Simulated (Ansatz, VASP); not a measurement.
## Sc: VASP beside Ansatz

File INCAR:

```
  PREC = Accurate
  ENCUT = 520
  EDIFF = 1E-7
  ISMEAR = -1
  SIGMA = 0.08
  LREAL = False
  LASPH = True
  NELM = 60
  ALGO = Normal
  ISIF = 2
  LWAVE = False
  LCHARG = False
  GGA = PE
  NBANDS = 12
```

File KPOINTS:

```
Automatic mesh
0
Gamma
  13 13 13
```

File POSCAR:

```
Sc
1.0
    2.7575156369      0.0000000000      0.0000000000
    0.0000000000      2.7575156369      0.0000000000
    0.0000000000      0.0000000000      2.7575156369
Sc
1
Direct
    0.0000000000      0.0000000000      0.0000000000
```

Input for Ansatz:

```yaml
crystal:
  lattice:
    - [2.7575156369, 0.0, 0.0]
    - [0.0, 2.7575156369, 0.0]
    - [0.0, 0.0, 2.7575156369]
  atoms:
    - { symbol: Sc, position: [0.0, 0.0, 0.0] }
kpoints:
  mp_grid: { grid: [13, 13, 13] }
scf:
  occupations: { method: fermi_dirac, width: 0.08 }
hamiltonian:
  xc: pbe
  pseudopotentials: { kind: all_electron, lapw: { basis_error: 0.001 } }
output:
  forces: true
  stress: true
  eigenvalues: true
  populations: true
```

Change from the starting cell: volume scaled by 0.8, LAPW.

Alike in both runs: task single point; functional PBE; k mesh 13 × 13 × 13; occupations fermi-dirac, width 0.08 eV; no spin polarisation.

|  | VASP | Ansatz |
| --- | --- | --- |
| version | VASP 6.6.1 | Ansatz 0.2.0 |
| potentials or method | VASP PAW PBE potentials, release 64 (Sc_sv), cutoff 520 eV | all-electron LAPW, scalar-relativistic |

```tsv
	VASP	Ansatz	Ansatz less VASP
pressure (GPa)	11.0	10.8	-0.14
```

Ansatz ran all-electron here, and VASP with PAW potentials.
